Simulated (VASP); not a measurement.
# IrO2 (P4_2/mnm) in VASP: notebook

Runs on IrO2. Level: PBE. Tasks: single point.

The COD entry that gives the cell may itself be a prediction, so a difference from it is no test against experiment.

Everything below comes from runs of VASP 6.6.1. Logs are shortened: lines on timing, memory, paths and dates and some standing lists are left out, and cuts for length are marked.

**1. The cell of the first run**

It takes space group P4_2/mnm (No. 136, tetragonal). Conventional cell: a = 4.505 Å, b = 4.505 Å, c = 3.159 Å, α = 90.00°, β = 90.00°, γ = 90.00°. Within 2.6 Å of Ir (site symmetry mmm) lie 6 O at 1.96 to 2.00 Å. Within 2.6 Å of O (site symmetry m2m) lie 3 Ir at 1.96 to 2.00 Å and 1 O at 2.45 Å.

**2. Single point, PBE**

File INCAR:

```
SYSTEM = IrO2
PREC = Accurate ; ENCUT = 600
EDIFF = 1E-6 ; ISMEAR = -1
SIGMA = 0.15 ; LREAL = .False.
LASPH = .True. ; NELM = 120
ALGO = Normal ; ISIF = 2
LWAVE = .False. ; LCHARG = .False.
GGA = PE ; NBANDS = 30
GGA_COMPAT = .False.
```

File KPOINTS:

```
regular mesh
0
Gamma
  2 2 2
  0 0 0
```

File POSCAR:

```
IrO2
1.0
    4.5051000000      0.0000000000      0.0000000000
    0.0000000000      4.5051000000      0.0000000000
    0.0000000000      0.0000000000      3.1586000000
Ir O
2 4
Direct
    0.0000000000      0.0000000000      0.0000000000
    0.5000000000      0.5000000000      0.5000000000
    0.3077000000      0.3077000000      0.0000000000
    0.1923000000      0.8077000000      0.5000000000
    0.6923000000      0.6923000000      0.0000000000
    0.8077000000      0.1923000000      0.5000000000
```

Potentials or basis: VASP PAW PBE potentials, release 64 (Ir, O).

Command:

```sh
> cat potpaw_PBE.64/Ir/POTCAR potpaw_PBE.64/O/POTCAR > POTCAR
> mpirun -np 1 vasp_std > vasp.out
```

OUTCAR:

```text
SYSTEM = IrO2
   PREC = Accurate
   ENCUT = 600
   EDIFF = 1E-6
   ISMEAR = -1
   LREAL = .False.
   LASPH = .True.
   NELM = 120
   ISIF = 2
   GGA = PE

 ion  position               nearest neighbor table
   1  0.000  0.000  0.000-   3 1.96   5 1.96   4 2.00   6 2.00   4 2.00   6 2.00
   2  0.500  0.500  0.500-   4 1.96   6 1.96   5 2.00   3 2.00   3 2.00   5 2.00
   3  0.308  0.308  0.000-   1 1.96   2 2.00   2 2.00
   4  0.192  0.808  0.500-   2 1.96   1 2.00   1 2.00
   5  0.692  0.692  0.000-   1 1.96   2 2.00   2 2.00
   6  0.808  0.192  0.500-   2 1.96   1 2.00   1 2.00

  LATTYP: Found a simple tetragonal cell.
 ALAT       =     4.5051000000
 C/A-ratio  =     0.7011165124

  Lattice vectors:

 A1 = (   4.5051000000,   0.0000000000,   0.0000000000)
 A2 = (   0.0000000000,   4.5051000000,   0.0000000000)
 A3 = (   0.0000000000,   0.0000000000,   3.1586000000)

Analysis of symmetry for initial positions (statically):
=====================================================================
 Subroutine PRICEL returns:
 Original cell was already a primitive cell.

 Routine SETGRP: Setting up the symmetry group for a
 simple tetragonal supercell.

 Subroutine GETGRP returns: Found 16 space group operations
 (whereof  8 operations were pure point group operations)
 out of a pool of 16 trial point group operations.

The static configuration has the point symmetry D_2h.
 The point group associated with its full space group is D_4h.

Analysis of symmetry for dynamics (positions and initial velocities):
=====================================================================
 Subroutine PRICEL returns:
 Original cell was already a primitive cell.

 Routine SETGRP: Setting up the symmetry group for a
 simple tetragonal supercell.

 Subroutine GETGRP returns: Found 16 space group operations
 (whereof  8 operations were pure point group operations)
 out of a pool of 16 trial point group operations.

The dynamic configuration has the point symmetry D_2h.
 The point group associated with its full space group is D_4h.

 Subroutine INISYM returns: Found 16 space group operations
 (whereof  8 operations are pure point group operations),
 and found     1 'primitive' translations

----------------------------------------------------------------------------------------

                                     Primitive cell

  volume of cell :      64.1067

  direct lattice vectors                    reciprocal lattice vectors
     4.505100000  0.000000000  0.000000000     0.221970655  0.000000000  0.000000000
     0.000000000  4.505100000  0.000000000     0.000000000  0.221970655  0.000000000
[... 79 lines left out ...]
   NFREE  =      0    steps in history (QN), initial steepest desc. (CG)
   ISIF   =      2    stress and relaxation
   ISYM   =      2    0-nonsym 1-usesym 2-fastsym
   POTIM  = 0.5000    time-step for ionic-motion
   TEBEG  =    0.0;   TEEND  =   0.0 temperature during run
   PSTRESS=    0.0 pullay stress
   NELECT =      42.0000    total number of electrons
   NUPDOWN=      -1.0000    fix difference up-down
   EMIN   =  10.00;   EMAX   =-10.00  energy-range for DOS
   EFERMI =   0.00;   METHOD = LEGACY
   ISMEAR =    -1;   SIGMA  =   0.15  broadening in eV -4-tet -1-fermi 0-gaus
   EFERMI_NEDOS =   21; number of points for ismear=-14 and -15
   IALGO  =     38    algorithm
   IMIX   =      4    mixing-type and parameters
     AMIX     =   0.40;   BMIX     =  1.00
     AMIX_MAG =   1.60;   BMIX_MAG =  1.00
  volume/ion in A,a.u.               =      10.68        72.10
  Fermi-wavevector in a.u.,A,eV,Ry     =   1.421860  2.686925 27.506696  2.021685
  Thomas-Fermi vector in A             =   2.542625
   LORBIT       =      0    0 simple, 1 ext, 2 COOP (PROOUT), +10 PAW based schemes
   GGA     = PE    functional components
   LHFCALC =     F    Hartree Fock is set to
   AEXX    =    0.0000 exact exchange contribution
   IVDW    =     0    specifies the selected vdW correction
   LEPSILON=     F    determine dielectric tensor
   LRPA    =     F    only Hartree local field effects (RPA)
 non-spin polarized calculation
  energy-cutoff  :      600.00
  volume of cell :       64.11
 maximum number of plane-waves:      2168
 NGX is ok and might be reduce to    36
   NGX = 17   NGY = 17   NGZ = 13

 number of electron      41.9999996 magnetization

 Free energy of the ion-electron system (eV)
  ---------------------------------------------------
  ext. energy  EPLUGINS =         0.00000000
  ---------------------------------------------------
  free energy    TOTEN  =       -42.64228718 eV

  energy without entropy =      -42.46373103  energy(sigma->0) =      -42.55300910

 E-fermi :   6.2361     XC(G=0): -12.0071

 val. band max:        5.8792960956   @ k =   0.5000   0.0000   0.0000
 cond. band min:       6.3704280088   @ k =   0.5000   0.5000   0.0000
 fundamental gap:      0.4911319132
 Fermi energy:         6.2360777922

 k-point     1 :       0.0000    0.0000    0.0000
  band No.  band energies     occupation
      1     -15.0762      2.00000
      2     -13.8793      2.00000
      3     -12.8202      2.00000
      4     -12.8202      2.00000
      5      -3.6988      2.00000
      6      -3.4697      2.00000
[... 187 lines left out ...]
     29      15.9717      0.00000
     30      15.9717      0.00000

------------------------ aborting loop because EDIFF is reached ----------------------------------------

  FORCE on cell =-STRESS in cart. coord.  units (eV):
  Direction    XX          YY          ZZ          XY          YZ          ZX
  --------------------------------------------------------------------------------------
  -------------------------------------------------------------------------------------
  Total        2.2683741      2.2683741      0.8375671      0.0000000      0.0000000      0.0000000
  in kB       56.6919979     56.6919979     20.9327685      0.0000000      0.0000000      0.0000000
  external PRESSURE =      44.7722548 kB  Pullay stress =       0.0000000 kB

 VOLUME and BASIS-vectors are now :
 -----------------------------------------------------------------------------
  energy-cutoff  :      600.00
  volume of cell :       64.11
      direct lattice vectors                 reciprocal lattice vectors
     4.505100000  0.000000000  0.000000000     0.221970655  0.000000000  0.000000000
     0.000000000  4.505100000  0.000000000     0.000000000  0.221970655  0.000000000
     0.000000000  0.000000000  3.158600000     0.000000000  0.000000000  0.316595960

 POSITION                                       TOTAL-FORCE (eV/Angst)
 -----------------------------------------------------------------------------------
      0.00000      0.00000      0.00000        -0.000000     -0.000000      0.000000
      2.25255      2.25255      1.57930        -0.000000     -0.000000      0.000000
      1.38622      1.38622      0.00000         0.605211      0.605211      0.000000
      0.86633      3.63877      1.57930        -0.605211      0.605211      0.000000
      3.11888      3.11888      0.00000        -0.605211     -0.605211     -0.000000
      3.63877      0.86633      1.57930         0.605211     -0.605211     -0.000000
 -----------------------------------------------------------------------------------
    total drift:                                0.000000     -0.000000     -0.000000

  FREE ENERGIE OF THE ION-ELECTRON SYSTEM (eV)
  ---------------------------------------------------
  free  energy   TOTEN  =       -42.6422871847 eV

  energy  without entropy=      -42.4637310250  energy(sigma->0) =      -42.55300910
```

OSZICAR:

```text
N       E                     dE             d eps       ncg     rms          rms(c)
DAV:   1     0.479763217619E+03    0.47976E+03   -0.22975E+04   360   0.157E+03
DAV:   2    -0.379905332900E+01   -0.48356E+03   -0.45804E+03   378   0.425E+02
DAV:   3    -0.490157288412E+02   -0.45217E+02   -0.43375E+02   432   0.143E+02
DAV:   4    -0.504216659842E+02   -0.14059E+01   -0.13983E+01   430   0.267E+01
DAV:   5    -0.504508763918E+02   -0.29210E-01   -0.29197E-01   444   0.352E+00    0.479E+01
DAV:   6    -0.433937860959E+02    0.70571E+01   -0.28837E+01   522   0.502E+01    0.208E+01
DAV:   7    -0.427464498166E+02    0.64734E+00   -0.36913E+00   518   0.217E+01    0.148E+01
DAV:   8    -0.426482794995E+02    0.98170E-01   -0.44411E-01   520   0.652E+00    0.642E-01
DAV:   9    -0.426439789729E+02    0.43005E-02   -0.23192E-02   402   0.109E+00    0.373E-01
DAV:  10    -0.426423315631E+02    0.16474E-02   -0.83395E-03   432   0.779E-01    0.311E-01
DAV:  11    -0.426422835287E+02    0.48034E-04   -0.28983E-04   462   0.140E-01    0.598E-02
DAV:  12    -0.426422870643E+02   -0.35357E-05   -0.58658E-05   404   0.577E-02    0.729E-03
DAV:  13    -0.426422871847E+02   -0.12031E-06   -0.10258E-06   284   0.843E-03
   1 F= -.42642287E+02 E0= -.42553009E+02  d E =-.178556E+00
```

stdout:

```text
POSCAR found type information on POSCAR IrO
 POSCAR found :  2 types and       6 ions
 scaLAPACK will be used
 LDA part: xc-table for (Slater+PW92), standard interpolation
 POSCAR, INCAR and KPOINTS ok, starting setup
 FFT: planning ... GRIDC
 FFT: planning ... GRID_SOFT
 FFT: planning ... GRID
 WAVECAR not read
 entering main loop
```

It took 8.4 s on 1 thread of Intel Xeon 6975P-C (Granite Rapids), shared host; peak memory 0.18 GiB.

What came out:

```yaml
Free_energy: -42.6423 eV
Pressure: 4.5 GPa
Largest_force: 0.856 eV/Å
Band_gap_on_the_k_mesh: zero (band 21 reaches 6.67 eV, above the bottom of band 22 at 5.63 eV)
```

Forces on the atoms (eV/Å):
```
Ir   0.000  0.000  0.000
Ir   0.000  0.000  0.000
O    0.605  0.605  0.000
O   -0.605  0.605  0.000
O   -0.605 -0.605  0.000
O    0.605 -0.605  0.000
```

Stress tensor (GPa, compression positive):
```
5.67 0.00 0.00
0.00 5.67 0.00
0.00 0.00 2.09
```

Caveat: the k points lie up to 0.99 Å⁻¹ apart; spin-orbit coupling is left out, which moves the levels of the heavy elements.

**3. Single point, PBE**

File INCAR:

```
SYSTEM = IrO2
PREC = Accurate
ENCUT = 600
EDIFF = 1E-6
ISMEAR = -1
SIGMA = 0.15
LREAL = .FALSE.
LASPH = .TRUE.
NELM = 120
ALGO = Normal
ISIF = 2
LWAVE = .FALSE.
LCHARG = .FALSE.
GGA = PE
NBANDS = 30
GGA_COMPAT = .FALSE.
```

File KPOINTS:

```
Automatic mesh
0
G
  2 2 3
  0 0 0
```

POSCAR is that of step 2.

Potentials or basis: VASP PAW PBE potentials, release 64 (Ir, O).

Command:

```sh
> cat potpaw_PBE.64/Ir/POTCAR potpaw_PBE.64/O/POTCAR > POTCAR
> mpirun -np 1 vasp_std > vasp.out
```

It took 7.4 s on 1 thread of Intel Xeon 6975P-C (Granite Rapids), shared host; peak memory 0.18 GiB.

Results (log left out):

| Quantity | Value |
| --- | --- |
| Free energy | -42.2218 eV |
| Pressure | 8.0 GPa |
| Largest force | 0.022 eV/Å |
| Band gap on the k mesh | zero (band 21 reaches 6.41 eV, above the bottom of band 22 at 5.38 eV) |

Forces in eV/Å, atoms in the order of the input:
```
Ir   0.000  0.000  0.000
Ir   0.000  0.000  0.000
O    0.016  0.016  0.000
O   -0.016  0.016  0.000
O   -0.016 -0.016  0.000
O    0.016 -0.016  0.000
```

Stress tensor (GPa, compression positive):
```
 6.88  0.00  0.00
 0.00  6.88  0.00
 0.00  0.00 10.23
```

Levels at points of the mesh, in eV from the Fermi level:
| k point | band 19 | band 20 | band 21 | band 22 | band 23 | band 24 |
| --- | --- | --- | --- | --- | --- | --- |
| (0.00, 0.00, 0.00) | -2.37 | -2.29 | -2.25 | 0.75 | 1.24 | 4.13 |
| (0.50, 0.00, 0.00) | -1.28 | -1.28 | -0.30 | -0.30 | 3.53 | 3.53 |
| (0.50, 0.50, 0.00) | -2.39 | -2.39 | 0.20 | 0.20 | 2.50 | 2.50 |

Caveat: the k points lie up to 0.70 Å⁻¹ apart; spin-orbit coupling is left out, which moves the levels of the heavy elements.

**4. Single point, PBE**

File INCAR:

```
PREC = Accurate ; ENCUT = 600
EDIFF = 1E-6 ; ISMEAR = -1
SIGMA = 0.15 ; LREAL = False
LASPH = True ; NELM = 120
ALGO = Normal ; ISIF = 2
LWAVE = False ; LCHARG = True
GGA = PE ; LELF = True
LVHAR = True ; NBANDS = 30
GGA_COMPAT = False
```

File KPOINTS:

```
regular mesh
0
Gamma
  3 3 4
```

POSCAR is that of step 3.

Command:

```sh
> cat potpaw_PBE.64/Ir/POTCAR potpaw_PBE.64/O/POTCAR > POTCAR
> mpirun -np 1 vasp_std > vasp.out
```

Run time: 10 s. Hardware: 1 thread of Intel Xeon 6975P-C (Granite Rapids), shared host; peak memory 0.19 GiB.

Results (log left out):

| Quantity | Value |
| --- | --- |
| Free energy | -42.3573 eV |
| Pressure | 7.5 GPa |
| Largest force | 0.076 eV/Å |
| Band gap on the k mesh | zero (band 21 reaches 6.66 eV, above the bottom of band 22 at 6.12 eV) |

Forces in eV/Å, atoms in the order of the input:
```
Ir   0.000  0.000  0.000
Ir   0.000  0.000  0.000
O    0.054  0.054  0.000
O   -0.054  0.054  0.000
O   -0.054 -0.054  0.000
O    0.054 -0.054  0.000
```

Stress tensor (GPa, compression positive):
```
6.87 0.00 0.00
0.00 6.87 0.00
0.00 0.00 8.69
```

Levels at points of the mesh, in eV from the Fermi level:
```csv
k point,band 17,band 18,band 19,band 20,band 21,band 22,band 23,band 24,band 25,band 26
"(0.00, 0.00, 0.00)",-2.41,-2.41,-2.36,-2.27,-2.22,0.77,1.25,4.15,4.15,4.24
"(0.00, 0.00, 0.50)",-1.86,-1.86,-0.68,-0.68,0.27,0.27,2.32,2.32,2.79,2.79
```

Caveat: the k points lie up to 0.50 Å⁻¹ apart; spin-orbit coupling is left out, which moves the levels of the heavy elements.

**5. Single point, PBE**

File INCAR:

```
PREC = Accurate ; ENCUT = 600
EDIFF = 1E-6 ; ISMEAR = -1
SIGMA = 0.15 ; LREAL = False
LASPH = True ; NELM = 120
ALGO = Normal ; ISIF = 2
LWAVE = False ; LCHARG = False
GGA = PE ; NBANDS = 30
GGA_COMPAT = False
```

File KPOINTS:

```
Automatic mesh
0
Gamma
  4 4 6
```

POSCAR is that of step 4.

Command:

```sh
> cat potpaw_PBE.64/Ir/POTCAR potpaw_PBE.64/O/POTCAR > POTCAR
> mpirun -np 1 vasp_std > vasp.out
```

It took 21 s on 1 thread of Intel Xeon 6975P-C (Granite Rapids), shared host; peak memory 0.2 GiB.

Results (log left out):

* Free energy: -42.3422 eV
* Pressure: 7.7 GPa
* Largest force: 0.088 eV/Å
* Band gap on the k mesh: zero (band 21 reaches 6.71 eV, above the bottom of band 22 at 5.38 eV)

Forces on the atoms (eV/Å):
```
Ir   0.000  0.000  0.000
Ir   0.000  0.000  0.000
O    0.062  0.062  0.000
O   -0.062  0.062  0.000
O   -0.062 -0.062  0.000
O    0.062 -0.062  0.000
```

Stress tensor (GPa, compression positive):
```
6.95 0.00 0.00
0.00 6.95 0.00
0.00 0.00 9.09
```

Levels at points of the mesh, in eV from the Fermi level:
```csv
k point,band 17,band 18,band 19,band 20,band 21,band 22,band 23,band 24,band 25,band 26
"(0.00, 0.00, 0.00)",-2.42,-2.42,-2.36,-2.29,-2.23,0.76,1.25,4.14,4.14,4.22
"(0.50, 0.00, 0.00)",-1.66,-1.66,-1.28,-1.28,-0.29,-0.29,3.54,3.54,3.62,3.62
"(0.50, 0.50, 0.00)",-2.52,-2.52,-2.38,-2.38,0.21,0.21,2.51,2.51,4.12,4.12
"(0.00, 0.00, 0.50)",-1.87,-1.87,-0.69,-0.69,0.25,0.25,2.31,2.31,2.78,2.78
"(0.50, 0.00, 0.50)",-2.76,-2.76,-1.76,-1.76,0.53,0.53,1.14,1.14,4.58,4.58
"(0.50, 0.50, 0.50)",-1.78,-1.78,-1.21,-1.21,-0.50,-0.50,2.26,2.26,3.25,3.25
```

Caveat: spin-orbit coupling is left out, which moves the levels of the heavy elements.

**6. Single point, PBE**

File INCAR:

```
ALGO = Normal ; EDIFF = 1E-6
ENCUT = 600 ; GGA = PE
GGA_COMPAT = False ; ISIF = 2
ISMEAR = -1 ; LASPH = True
LCHARG = False ; LREAL = False
LWAVE = False ; NBANDS = 30
NELM = 120 ; PREC = Accurate
SIGMA = 0.15
```

File KPOINTS:

```
k-points
0
Gamma
  5 5 7
```

POSCAR is that of step 5.

Potentials or basis: VASP PAW PBE potentials, release 64 (Ir, O).

Command:

```sh
> cat potpaw_PBE.64/Ir/POTCAR potpaw_PBE.64/O/POTCAR > POTCAR
> mpirun -np 1 vasp_std > vasp.out
```

Wall time 22 s (1 thread of Intel Xeon 6975P-C (Granite Rapids), shared host); peak memory 0.2 GiB.

It converged, with:

```
Free energy            : -42.3400 eV
Pressure               : 7.7 GPa
Largest force          : 0.088 eV/Å
Band gap on the k mesh : zero (band 21 reaches 6.63 eV, above the bottom of band 22 at 5.93 eV)
```

Forces on the atoms (eV/Å):
```
Ir   0.000  0.000  0.000
Ir   0.000  0.000  0.000
O    0.063  0.063  0.000
O   -0.063  0.063  0.000
O   -0.063 -0.063  0.000
O    0.063 -0.063  0.000
```

Stress tensor (GPa, compression positive):
```
7.04 0.00 0.00
0.00 7.04 0.00
0.00 0.00 8.99
```

Levels at points of the mesh, in eV from the Fermi level:
```csv
k point,band 18,band 19,band 20,band 21,band 22,band 23,band 24,band 25
"(0.00, 0.00, 0.00)",-2.42,-2.37,-2.29,-2.23,0.75,1.24,4.14,4.14
```

Caveat: spin-orbit coupling is left out, which moves the levels of the heavy elements.

**7. Single point, PBE**

File INCAR:

```
  PREC = Accurate
  ENCUT = 600
  EDIFF = 1E-6
  ISMEAR = -1
  SIGMA = 0.15
  LREAL = F
  LASPH = T
  NELM = 120
  ALGO = Normal
  ISIF = 2
  LWAVE = F
  LCHARG = F
  GGA = PE
  NBANDS = 30
  GGA_COMPAT = F
```

File KPOINTS:

```
Automatic mesh
0
Gamma
  6 6 9
```

POSCAR is that of step 6.

Command:

```sh
> cat potpaw_PBE.64/Ir/POTCAR potpaw_PBE.64/O/POTCAR > POTCAR
> mpirun -np 1 vasp_std > vasp.out
```

It took 44 s on 1 thread of Intel Xeon 6975P-C (Granite Rapids), shared host; peak memory 0.24 GiB.

It converged, with:

| Property | Result |
| --- | --- |
| Free energy | -42.3416 eV |
| Pressure | 7.7 GPa |
| Largest force | 0.090 eV/Å |
| Band gap on the k mesh | zero (band 21 reaches 6.67 eV, above the bottom of band 22 at 5.38 eV) |

Forces on the atoms (eV/Å):
```
Ir   0.000  0.000  0.000
Ir   0.000  0.000  0.000
O    0.064  0.064  0.000
O   -0.064  0.064  0.000
O   -0.064 -0.064  0.000
O    0.064 -0.064  0.000
```

Stress tensor (GPa, compression positive):
```
7.00 0.00 0.00
0.00 7.00 0.00
0.00 0.00 8.99
```

Levels at points of the mesh, in eV from the Fermi level:
```tsv
k point	band 17	band 18	band 19	band 20	band 21	band 22	band 23	band 24	band 25	band 26
(0.00, 0.00, 0.00)	-2.42	-2.42	-2.36	-2.29	-2.23	0.76	1.25	4.14	4.14	4.23
(0.50, 0.00, 0.00)	-1.66	-1.66	-1.27	-1.27	-0.29	-0.29	3.54	3.54	3.62	3.62
(0.50, 0.50, 0.00)	-2.52	-2.52	-2.38	-2.38	0.21	0.21	2.51	2.51	4.12	4.12
```

Caveat: spin-orbit coupling is left out, which moves the levels of the heavy elements.

**8. Overview**

```tsv
k mesh	gap on the mesh (eV)	pressure (GPa)	largest force (eV/Å)
2 × 2 × 2	none	4.5	0.86
2 × 2 × 3	none	8.0	0.02
3 × 3 × 4	none	7.5	0.08
4 × 4 × 6	none	7.7	0.09
5 × 5 × 7	none	7.7	0.09
6 × 6 × 9	none	7.7	0.09
```

Alike in all rows: task single point; level PBE; potentials or basis VASP PAW PBE potentials, release 64 (Ir, O); no spin polarisation; cell as given; cutoff (eV) 600; smearing fermi-dirac 0.15 eV.

Caveats: some runs use coarse meshes; spin-orbit coupling is left out, which moves the levels of the heavy elements.

Total energies depend on the potentials used, so only differences within one code and one set of settings carry meaning.
